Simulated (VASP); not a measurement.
## CuO: single point with BLYP

Crystal: CuO.

```
Cu O
1.0
     0.00000   -2.14441   -2.14441
    -2.14441    0.00000   -2.14441
     2.14441    2.14441   -4.28883
Cu O
2 2
Direct
  0.50389 0.47699 0.48801
  0.00389 0.97699 0.98801
  0.74611 0.77301 0.76199
  0.24611 0.27301 0.26199
```

| Item | Value |
| --- | --- |
| Program | VASP 6.6.1 |
| Task | single point |
| Functional | BLYP |
| Potentials or basis | VASP PAW PBE potentials, release 64 (Cu, O) |
| Cutoff | 520 eV |
| k mesh | 10 × 10 × 6 |
| Occupations | fermi-dirac, width 0.05 eV |
| Spin | no spin polarisation |

The pressure is 6.1 GPa, the largest force is 1.087 eV/Å and the band gap on the k mesh is zero (bands 17 and 18 overlap by 1.07 eV).

Forces on the atoms (eV/Å):
```
Cu  -0.196  0.281 -1.031
Cu  -0.196  0.281 -1.031
O    0.196 -0.281  1.031
O    0.196 -0.281  1.031
```

Stress tensor (GPa, compression positive):
```
 3.59  0.18 -0.56
 0.18  4.24  0.85
-0.56  0.85 10.60
```

Levels at points of the mesh, in eV from the Fermi level:
```csv
k point,band 13,band 14,band 15,band 16,band 17,band 18,band 19,band 20,band 21,band 22
"(0.00, 0.00, 0.00)",-1.53,-1.46,-1.43,-1.09,0.51,0.65,1.47,6.19,9.17,13.77
"(0.50, 0.00, 0.00)",-1.55,-1.55,-0.73,-0.73,-0.27,-0.27,7.02,7.02,9.59,9.59
"(0.00, 0.50, 0.00)",-1.49,-1.49,-0.59,-0.59,-0.28,-0.28,7.04,7.04,9.52,9.52
"(0.50, 0.50, 0.00)",-1.69,-1.69,-1.54,-1.44,0.48,0.62,5.38,6.20,9.17,10.86
"(0.00, 0.00, 0.50)",-1.82,-1.82,-0.16,-0.16,-0.05,-0.05,4.20,4.20,12.11,12.11
"(0.50, 0.00, 0.50)",-1.65,-1.60,-1.46,-1.46,0.45,0.56,5.41,6.22,9.17,10.65
"(0.00, 0.50, 0.50)",-1.65,-1.58,-1.46,-1.40,0.66,0.70,5.42,6.14,9.16,10.63
"(0.50, 0.50, 0.50)",-1.57,-1.57,-0.71,-0.71,-0.42,-0.42,7.00,7.00,9.70,9.70
```

It took 100 s on 1 thread of Intel(R) Xeon(R) 6975P-C (Granite Rapids), with other jobs on the host, peak memory 0.35 GiB.

Caveat: the stress differs along the axes, from 4 to 11 GPa; the PAW data sets were made with another functional, which shifts forces and pressure a little; semilocal functionals often make such compounds metallic where correlation or magnetic order opens a gap, which also shifts bond lengths. With open d or f shells a metallic result of BLYP can be an artefact of self-interaction; +U or a hybrid may open a gap.
